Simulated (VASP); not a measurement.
# Cu12H in VASP: single point with PBE+D3(BJ)

Aim: the single point of Cu12H with PBE+D3(BJ).

Program: VASP 6.6.1. These are calculated values, not measurements. Logs are shortened: lines on timing, memory, paths and dates and some standing lists are left out, and cuts for length are marked.

## Step 1: The cell of the first run

The cell holds a slab with vacuum, 13 atoms: a = 5.038 Å, b = 5.038 Å, c = 20.662 Å, α = 90.00°, β = 90.00°, γ = 90.00°.

## Step 2: Single point, PBE+D3(BJ)

The input, INCAR:

```
SYSTEM = Cu12H
PREC     = Accurate       ! precision mode
ENCUT    = 520            ! plane-wave cutoff, eV
EDIFF    = 1E-6           ! SCF threshold, eV
ISMEAR   = 0              ! smearing method
SIGMA    = 0.1            ! smearing width, eV
LREAL    = .FALSE.        ! projectors in reciprocal space
LASPH    = .TRUE.         ! aspherical terms in the spheres
NELM     = 60             ! most SCF steps
ALGO     = Normal         ! electronic algorithm
ISIF     = 2              ! what is computed and relaxed
LWAVE    = .FALSE.        ! write WAVECAR
LCHARG   = .FALSE.        ! write CHGCAR
LDIPOL   = .TRUE.       
IDIPOL   = 3            
DIPOL    = 0.5 0.5 0.298
GGA      = PE             ! functional
IVDW     = 12             ! dispersion correction
NBANDS   = 78             ! bands
```

The input, KPOINTS:

```
regular mesh
0
G
  5 5 1
  0 0 0
```

The input, POSCAR:

```
Cu12H
1.0
    5.0378287988      0.0000000000      0.0000000000
    0.0000000000      5.0378287988      0.0000000000
    0.0000000000      0.0000000000     20.6622829064
Cu H
12 1
Direct
    0.2500000000      0.2500000000      0.1935894508
    0.2500000000      0.7500000000      0.1935894508
    0.7500000000      0.2500000000      0.1935894508
    0.7500000000      0.7500000000      0.1935894508
    0.0000000000      0.0000000000      0.2797919997
    0.0000000000      0.5000000000      0.2797919997
    0.5000000000      0.0000000000      0.2797919997
    0.5000000000      0.5000000000      0.2797919997
    0.2500000000      0.2500000000      0.3659945486
    0.2500000000      0.7500000000      0.3659945486
    0.7500000000      0.2500000000      0.3659945486
    0.7500000000      0.7500000000      0.3659945486
    0.3333333333      0.4166666667      0.5160263730
```

Potentials or basis: VASP PAW PBE potentials, release 64 (Cu, H).

Started as:

```
$ cat potpaw_PBE.64/Cu/POTCAR potpaw_PBE.64/H/POTCAR > POTCAR
$ mpirun -np 1 vasp_std > vasp.out
```

OUTCAR:

```text
SYSTEM = Cu12H
   PREC = Accurate
   ENCUT = 520
   EDIFF = 1E-6
   ISMEAR = 0
   LREAL = .FALSE.
   LASPH = .TRUE.
   NELM = 60
   ISIF = 2
   GGA = PE
   IVDW = 12
 IVDW          = 12

 ion  position               nearest neighbor table
   1  0.250  0.250  0.194-   5 2.52   6 2.52   7 2.52   8 2.52   2 2.52   3 2.52   2 2.52   3 2.52

   2  0.250  0.750  0.194-   5 2.52   6 2.52   7 2.52   8 2.52   1 2.52   4 2.52   1 2.52   4 2.52

   3  0.750  0.250  0.194-   5 2.52   6 2.52   7 2.52   8 2.52   1 2.52   4 2.52   4 2.52   1 2.52
[... 15 lines left out ...]
  11  0.750  0.250  0.366-   5 2.52   6 2.52   7 2.52   8 2.52   9 2.52  12 2.52  12 2.52   9 2.52

  12  0.750  0.750  0.366-   5 2.52   6 2.52   7 2.52   8 2.52  10 2.52  11 2.52  11 2.52  10 2.52

  13  0.333  0.417  0.516-

  LATTYP: Found a simple tetragonal cell.
 ALAT       =     5.0378287988
 C/A-ratio  =     4.1014261762

  Lattice vectors:

 A1 = (   5.0378287988,   0.0000000000,   0.0000000000)
 A2 = (   0.0000000000,   5.0378287988,   0.0000000000)
 A3 = (   0.0000000000,   0.0000000000,  20.6622829064)

Analysis of symmetry for initial positions (statically):
=====================================================================
 Subroutine PRICEL returns:
 Original cell was already a primitive cell.

 Routine SETGRP: Setting up the symmetry group for a
 simple tetragonal supercell.

 Subroutine GETGRP returns: Found  1 space group operations
 (whereof  1 operations were pure point group operations)
 out of a pool of 16 trial point group operations.

The static configuration has the point symmetry C_1 .

Analysis of symmetry for dynamics (positions and initial velocities):
=====================================================================
 Subroutine PRICEL returns:
 Original cell was already a primitive cell.

 Routine SETGRP: Setting up the symmetry group for a
 simple tetragonal supercell.

 Subroutine GETGRP returns: Found  1 space group operations
 (whereof  1 operations were pure point group operations)
 out of a pool of 16 trial point group operations.

The dynamic configuration has the point symmetry C_1 .

 Subroutine INISYM returns: Found  1 space group operations
 (whereof  1 operations are pure point group operations),
 and found     1 'primitive' translations

----------------------------------------------------------------------------------------

[... 121 lines left out ...]
     AMIX     =   0.40;   BMIX     =  1.00
     AMIX_MAG =   1.60;   BMIX_MAG =  1.00
  volume/ion in A,a.u.               =      40.34       272.22
  Fermi-wavevector in a.u.,A,eV,Ry     =   1.036264  1.958255 14.610517  1.073843
  Thomas-Fermi vector in A             =   2.170646
   LORBIT       =      0    0 simple, 1 ext, 2 COOP (PROOUT), +10 PAW based schemes
   GGA     = PE    functional components
   LHFCALC =     F    Hartree Fock is set to
   AEXX    =    0.0000 exact exchange contribution
   IVDW    =    12    specifies the selected vdW correction
   LEPSILON=     F    determine dielectric tensor
   LRPA    =     F    only Hartree local field effects (RPA)
 non-spin polarized calculation
 Gauss-broadening in eV      SIGMA  =   0.10
  energy-cutoff  :      520.00
  volume of cell :      524.40
 maximum number of plane-waves:     14177
 NGX is ok and might be reduce to    40
   NGX = 19   NGY = 19   NGZ = 77

 dipolmoment           0.000000      0.000000     -0.147454 electrons x Angstroem

 number of electron     132.9999975 magnetization

 dipolmoment           0.000000      0.000000      0.242646 electrons x Angstroem

 Free energy of the ion-electron system (eV)
  ---------------------------------------------------
  ext. energy  EPLUGINS =         0.00000000
  ---------------------------------------------------
  free energy    TOTEN  =       -40.79150761 eV

  energy without entropy =      -40.76757772  energy(sigma->0) =      -40.77954267

 E-fermi :  -1.7511     XC(G=0):  -4.5936

 val. band max:       -1.7541978991   @ k =  -0.4000   0.4000   0.0000
 cond. band min:      -1.7317321017   @ k =   0.0000   0.0000   0.0000
 fundamental gap:      0.0224657974
 Fermi energy:        -1.7510601863

 k-point     1 :       0.0000    0.0000    0.0000
  band No.  band energies     occupation
      1     -10.3568      2.00000
      2      -7.7837      2.00000
      3      -6.7526      2.00000
      4      -6.7515      2.00000
      5      -6.5888      2.00000
      6      -6.5084      2.00000
[... 1042 lines left out ...]
     77       4.4228      0.00000
     78       4.4359      0.00000

------------------------ aborting loop because EDIFF is reached ----------------------------------------

 vacuum level on the upper side and lower side of the slab       (xc-potential included)         0.645        -1.043

 Edisp (eV)   -4.43286

 E8    (eV) :    -1.9953

  FORCE on cell =-STRESS in cart. coord.  units (eV):
  Direction    XX          YY          ZZ          XY          YZ          ZX
  --------------------------------------------------------------------------------------
  -------------------------------------------------------------------------------------
  Total      -4.97026    -5.02396    -2.24388    -0.00192    -0.05710    -0.05465
  in kB     -15.18534   -15.34941    -6.85558    -0.00587    -0.17447    -0.16696
  external pressure =      -12.46 kB  Pullay stress =        0.00 kB

 VOLUME and BASIS-vectors are now :
 -----------------------------------------------------------------------------
  energy-cutoff  :      520.00
  volume of cell :      524.40
      direct lattice vectors                 reciprocal lattice vectors
     5.037828799  0.000000000  0.000000000     0.198498210  0.000000000  0.000000000
     0.000000000  5.037828799  0.000000000     0.000000000  0.198498210  0.000000000
     0.000000000  0.000000000 20.662282906     0.000000000  0.000000000  0.048397363

 POSITION                                       TOTAL-FORCE (eV/Angst)
 -----------------------------------------------------------------------------------
      1.25946      1.25946      4.00000         0.011768      0.020275     -0.033256
      1.25946      3.77837      4.00000         0.012144     -0.019764     -0.037426
      3.77837      1.25946      4.00000        -0.011264      0.021325     -0.040043
      3.77837      3.77837      4.00000        -0.011607     -0.020771     -0.043699
      0.00000      0.00000      5.78114         0.029199      0.013242      0.045663
      0.00000      2.51891      5.78114        -0.001516     -0.012469     -0.013529
      2.51891      0.00000      5.78114        -0.028103      0.002885      0.009239
      2.51891      2.51891      5.78114         0.001407     -0.002804     -0.035455
      1.25946      1.25946      7.56228         0.043632      0.090417      0.487044
      1.25946      3.77837      7.56228         0.015346     -0.077590      0.268349
      3.77837      1.25946      7.56228        -0.033628      0.009822      0.167518
      3.77837      3.77837      7.56228        -0.011616     -0.007879      0.089012
      1.67928      2.09910     10.66228        -0.015761     -0.016689     -0.863419
 -----------------------------------------------------------------------------------
    total drift:                                0.000001     -0.000057     -0.002083

  FREE ENERGIE OF THE ION-ELECTRON SYSTEM (eV)
  ---------------------------------------------------
  free  energy   TOTEN  =       -45.2243643666 eV

  energy  without entropy=      -45.2004344699  energy(sigma->0) =      -45.21239942

 vacuum level on the upper side and lower side of the slab         4.331         2.603
```

stdout:

```text
POSCAR found type information on POSCAR CuH
 POSCAR found :  2 types and      13 ions
 scaLAPACK will be used
 LDA part: xc-table for (Slater+PW92), standard interpolation
 POSCAR, INCAR and KPOINTS ok, starting setup
 FFT: planning ... GRIDC
 FFT: planning ... GRID_SOFT
 FFT: planning ... GRID
 WAVECAR not read
 entering main loop
```

Wall time 18 min (1 thread of Intel Xeon Platinum 8488C (Sapphire Rapids), shared host); peak memory 0.76 GiB.

What came out:

* Free energy: -45.2244 eV
* Largest force: 0.864 eV/Å
* Band gap on the k mesh: zero (an odd number of electrons rules out a gap without spin polarisation)
* Dispersion energy per atom: -0.341 eV

Forces on the atoms (eV/Å):
```
Cu   0.012  0.020 -0.033
Cu   0.012 -0.020 -0.037
Cu  -0.011  0.021 -0.040
Cu  -0.012 -0.021 -0.044
Cu   0.029  0.013  0.046
Cu  -0.002 -0.012 -0.014
Cu  -0.028  0.003  0.009
Cu   0.001 -0.003 -0.035
Cu   0.044  0.090  0.487
Cu   0.015 -0.078  0.268
Cu  -0.034  0.010  0.168
Cu  -0.012 -0.008  0.089
H   -0.016 -0.017 -0.863
```

Levels at points of the mesh, in eV from the Fermi level:
```csv
k point,band 63,band 64,band 65,band 66,band 67,band 68,band 69,band 70,band 71,band 72
"(0.00, 0.00, 0.00)",-1.07,-0.16,-0.13,-0.12,-0.05,-0.04,0.02,0.11,1.54,3.03
```
